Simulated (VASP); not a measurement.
# AlGaN2 (P-4m2) in VASP: a series of runs, part 2 of 2

VASP 6.6.1. Earlier steps stand in the parts before.

### Step 4. Single point, LDA

This run uses another cell than the first one, of 10.17 Å³/atom, 1.018 times its volume.

Input file INCAR:

```
SYSTEM = AlGaN2
  PREC = Accurate
  ENCUT = 910
  EDIFF = 1E-6
  ISMEAR = 0
  SIGMA = 0.02
  LREAL = .False.
  LASPH = .True.
  NELM = 120
  ALGO = Normal
  ISIF = 2
  LWAVE = .False.
  LCHARG = .False.
  NBANDS = 21
  GGA_COMPAT = .False.
```

Input file KPOINTS:

```
Automatic mesh
0
Gamma
  8 8 6
  0 0 0
```

Input file POSCAR:

```
AlGaN2
1.0
    3.0700837219      0.0000000000      0.0000000000
    0.0000000000      3.0700837219      0.0000000000
    0.0000000000      0.0000000000      4.3178717064
Al Ga N
1 1 2
Direct
    0.5000000000      0.5000000000      0.5000000000
    0.0000000000      0.0000000000      0.0000000000
    0.5000000000      0.0000000000      0.7399319764
    0.0000000000      0.5000000000      0.2600680236
```

Potentials or basis: VASP PAW LDA potentials, release 64 (Al, Ga_d, N_h).

Started as:

```sh
$ cat potpaw_LDA.64/Al/POTCAR potpaw_LDA.64/Ga_d/POTCAR potpaw_LDA.64/N_h/POTCAR > POTCAR
$ mpirun -np 1 vasp_std > vasp.out
```

OUTCAR:

```text
SYSTEM = AlGaN2
   PREC = Accurate
   ENCUT = 910
   EDIFF = 1E-6
   ISMEAR = 0
   LREAL = .False.
   LASPH = .True.
   NELM = 120
   ISIF = 2

 ion  position               nearest neighbor table
   1  0.500  0.500  0.500-   3 1.85   4 1.85   3 1.85   4 1.85   2 3.06   2 3.06   2 3.06   2 3.06
                             2 3.06   2 3.06   2 3.06   2 3.06
   2  0.000  0.000  0.000-   3 1.90   4 1.90   4 1.90   3 1.90   1 3.06   1 3.06   1 3.06   1 3.06
                             1 3.06   1 3.06   1 3.06   1 3.06
   3  0.500  0.000  0.740-   1 1.85   1 1.85   2 1.90   2 1.90
   4  0.000  0.500  0.260-   1 1.85   1 1.85   2 1.90   2 1.90

  LATTYP: Found a simple tetragonal cell.
 ALAT       =     3.0700837219
 C/A-ratio  =     1.4064345137

  Lattice vectors:

 A1 = (   3.0700837219,   0.0000000000,   0.0000000000)
 A2 = (   0.0000000000,   3.0700837219,   0.0000000000)
 A3 = (   0.0000000000,   0.0000000000,   4.3178717064)

Analysis of symmetry for initial positions (statically):
=====================================================================
 Subroutine PRICEL returns:
 Original cell was already a primitive cell.

 Routine SETGRP: Setting up the symmetry group for a
 simple tetragonal supercell.

 Subroutine GETGRP returns: Found  8 space group operations
 (whereof  8 operations were pure point group operations)
 out of a pool of 16 trial point group operations.

The static configuration has the point symmetry D_2d.

Analysis of symmetry for dynamics (positions and initial velocities):
=====================================================================
 Subroutine PRICEL returns:
 Original cell was already a primitive cell.

 Routine SETGRP: Setting up the symmetry group for a
 simple tetragonal supercell.

 Subroutine GETGRP returns: Found  8 space group operations
 (whereof  8 operations were pure point group operations)
 out of a pool of 16 trial point group operations.

The dynamic configuration has the point symmetry D_2d.

 Subroutine INISYM returns: Found  8 space group operations
 (whereof  8 operations are pure point group operations),
 and found     1 'primitive' translations

[... 116 lines left out ...]
   IMIX   =      4    mixing-type and parameters
     AMIX     =   0.40;   BMIX     =  1.00
     AMIX_MAG =   1.60;   BMIX_MAG =  1.00
  volume/ion in A,a.u.               =      10.17        68.66
  Fermi-wavevector in a.u.,A,eV,Ry     =   1.409968  2.664453 27.048511  1.988009
  Thomas-Fermi vector in A             =   2.531970
   LORBIT       =      0    0 simple, 1 ext, 2 COOP (PROOUT), +10 PAW based schemes
   GGA     = CA    functional components
   LHFCALC =     F    Hartree Fock is set to
   AEXX    =    0.0000 exact exchange contribution
   IVDW    =     0    specifies the selected vdW correction
   LEPSILON=     F    determine dielectric tensor
   LRPA    =     F    only Hartree local field effects (RPA)
 non-spin polarized calculation
 Gauss-broadening in eV      SIGMA  =   0.02
  energy-cutoff  :      910.00
  volume of cell :       40.70
 maximum number of plane-waves:      2566
   NGX = 15   NGY = 15   NGZ = 21

 number of electron      26.0000007 magnetization

 Free energy of the ion-electron system (eV)
  ---------------------------------------------------
  ext. energy  EPLUGINS =         0.00000000
  ---------------------------------------------------
  free energy    TOTEN  =       -30.25321479 eV

  energy without entropy =      -30.25321479  energy(sigma->0) =      -30.25321479

 E-fermi :   6.6308     XC(G=0): -12.0834

 val. band max:        6.4854873122   @ k =   0.0000   0.0000   0.0000
 cond. band min:       9.7466665222   @ k =   0.5000   0.5000   0.0000
 fundamental gap:      3.2611792099
 Fermi energy:         6.6308017373

 k-point     1 :       0.0000    0.0000    0.0000
  band No.  band energies     occupation
      1      -9.4103      2.00000
      2      -7.7734      2.00000
      3      -6.6137      2.00000
      4      -6.6137      2.00000
      5      -6.5660      2.00000
      6      -6.3564      2.00000
[... 565 lines left out ...]
     20      19.0303      0.00000
     21      19.0432      0.00000

 [... further k-points ...]
[... 5 lines left out ...]
  --------------------------------------------------------------------------------------
  -------------------------------------------------------------------------------------
  Total        2.7725642      2.7725642      2.7611149      0.0000000      0.0000000     -0.0000000
  in kB      109.1495688    109.1495688    108.6988346      0.0000000      0.0000000     -0.0000000
  external PRESSURE =     108.9993241 kB  Pullay stress =       0.0000000 kB

 VOLUME and BASIS-vectors are now :
 -----------------------------------------------------------------------------
  energy-cutoff  :      910.00
  volume of cell :       40.70
      direct lattice vectors                 reciprocal lattice vectors
     3.070083722  0.000000000  0.000000000     0.325724016  0.000000000  0.000000000
     0.000000000  3.070083722  0.000000000     0.000000000  0.325724016  0.000000000
     0.000000000  0.000000000  4.317871706     0.000000000  0.000000000  0.231595579

 POSITION                                       TOTAL-FORCE (eV/Angst)
 -----------------------------------------------------------------------------------
      1.53504      1.53504      2.15894         0.000000     -0.000000      0.000000
      0.00000      0.00000      0.00000         0.000000      0.000000      0.000000
      1.53504      0.00000      3.19493         0.000000      0.000000     -0.035173
      0.00000      1.53504      1.12294        -0.000000      0.000000      0.035173
 -----------------------------------------------------------------------------------
    total drift:                                0.000000     -0.000000      0.000000

  FREE ENERGIE OF THE ION-ELECTRON SYSTEM (eV)
  ---------------------------------------------------
  free  energy   TOTEN  =       -30.2532147873 eV

  energy  without entropy=      -30.2532147873  energy(sigma->0) =      -30.25321479
```

It took 2.1 min on 1 thread of Intel Xeon Platinum 8259CL at 2.50GHz (Skylake/Cascade Lake), shared host; peak memory 0.25 GiB.

Results:

| Item | Value |
| --- | --- |
| Free energy | -30.2532 eV |
| Pressure | 10.9 GPa |
| Largest force | 0.035 eV/Å |
| Band gap on the k mesh | 3.26 eV, indirect (least direct gap 3.40 eV) |

Forces in eV/Å, atoms in the order of the input:
```
Al   0.000  0.000  0.000
Ga   0.000  0.000  0.000
N    0.000  0.000 -0.035
N    0.000  0.000  0.035
```

Levels at points of the mesh, in eV from the valence-band top:
```tsv
k point	band 10	band 11	band 12	band 13	band 14	band 15	band 16	band 17
(0.00, 0.00, 0.00)	-2.52	-0.25	0.00	0.00	3.40	3.53	7.82	11.64
(0.50, 0.00, 0.00)	-3.17	-3.05	-1.05	-0.77	7.32	7.65	8.22	8.80
(0.50, 0.50, 0.00)	-2.48	-2.45	-2.45	-2.42	3.26	3.26	6.62	8.96
(0.00, 0.00, 0.50)	-1.71	-1.71	-1.06	-1.06	5.50	5.65	8.42	9.52
(0.50, 0.00, 0.50)	-1.02	-0.94	-0.63	-0.62	5.69	7.03	9.44	9.79
(0.50, 0.50, 0.50)	-4.34	-3.52	-3.52	-3.50	6.27	6.27	9.54	11.11
```

Caveat: the cutoff is under 1.25 times the usual one of these potentials, so pressure, stress and relaxed cells hold a basis-set (Pulay) error. A k mesh can miss the band edges.
